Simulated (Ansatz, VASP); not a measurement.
## Two plane-wave programs on HgTe

```
Hg Te
1.0
     3.28641    3.28641    0.00000
    -3.28641    3.28641    0.00000
     0.00000    0.00000    6.83573
Hg Te
2 2
Direct
  0.00000 0.00000 0.00000
  0.50000 0.50000 0.50000
  0.50000 0.00000 0.75000
  0.00000 0.50000 0.25000
```

Change from the starting cell: strain along c alone, the other axes held, atoms relaxed: +4.0 %.

Alike in both runs: task single point; functional r2SCAN; k mesh 12 × 12 × 8; occupations gaussian, width 0.1 eV; no spin polarisation.

|  | VASP | Ansatz |
| --- | --- | --- |
| version | VASP 6.6.1 | Ansatz 0.2.0 |
| potentials or method | VASP PAW PBE potentials, release 64 (Hg, Te), cutoff 520 eV | scalar-relativistic, plane waves, PAW |
| valence electrons in the cell | 36 | 72 |

```tsv
	VASP	Ansatz	Ansatz less VASP
gap on the k mesh at the Fermi level (eV)	none	none	-
pressure (GPa)	-1.4	-1.4	-0.05
traceless stress, the component that is largest in VASP (GPa)	-0.46	-0.46	+0.002
```

VASP's potentials were made for PBE, not for r2SCAN. A gap of «none» marks a metal or a gap that the smearing closes. With one functional, cell and mesh, what is left measures potentials, basis and numerics. VASP's potentials hold 36 valence electrons a cell and Ansatz's 72, so a difference there can come from the potentials and not from the codes.

Neither program's run includes spin-orbit coupling.
